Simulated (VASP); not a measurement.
Al9N: single point with PBEsol

The system is Al9N, a slab with vacuum.

```
Al N
1.0
     2.83628    0.00000    0.00000
    -1.41814    2.45629    0.00000
     0.00000    0.00000   37.64430
Al N
9 1
Direct
  0.33333 0.66667 0.22580
  0.00000 0.00000 0.28771
  0.66667 0.33333 0.34962
  0.00000 0.00000 0.41153
  0.33333 0.66667 0.47292
  0.00000 0.00000 0.53428
  0.66667 0.33333 0.59662
  0.00000 0.00000 0.65839
  0.33333 0.66667 0.72092
  0.33333 0.16667 0.76491
```

```
Program                : VASP 6.6.1
Task                   : single point
Functional             : PBEsol
Potentials or basis    : VASP PAW PBE potentials, release 64 (Al, N)
Cutoff                 : 520 eV
k mesh                 : 12 × 12 × 1
Occupations            : gaussian, width 0.1 eV
Spin                   : no spin polarisation
Dipole correction      : yes
Further INCAR settings : ALGO = Normal; EDIFF = 1e-06; NBANDS = 27
```

```yaml
Largest_force: 3.403 eV/Å
Band_gap_on_the_k_mesh: zero (bands 16 and 17 overlap by 2.78 eV)
```

Forces on the atoms (eV/Å):
```
Al  -0.002 -0.001 -0.025
Al   0.002  0.001  0.081
Al  -0.003 -0.002 -0.055
Al   0.009  0.005  0.002
Al  -0.003 -0.002 -0.025
Al   0.001  0.001  0.047
Al   0.014  0.008  0.023
Al  -0.112 -0.065  0.150
Al   0.005  0.003  3.205
N    0.089  0.052 -3.402
```

Levels at points of the mesh, in eV from the Fermi level:
| k point | band 13 | band 14 | band 15 | band 16 | band 17 | band 18 |
| --- | --- | --- | --- | --- | --- | --- |
| (0.00, 0.00, 0.00) | -1.22 | 0.20 | 0.96 | 1.34 | 1.67 | 3.10 |
| (0.50, 0.00, 0.00) | -2.59 | -2.27 | -1.67 | -1.39 | -0.92 | -0.26 |
| (0.00, 0.50, 0.00) | -2.69 | -2.29 | -2.01 | -1.10 | -0.82 | -0.18 |

Wall time 7.7 min on 1 thread of Intel(R) Xeon(R) 6975P-C (Granite Rapids) (shared host), peak memory 0.55 GiB.

Caveat: the PAW data sets were made with another functional, which shifts forces and pressure a little.
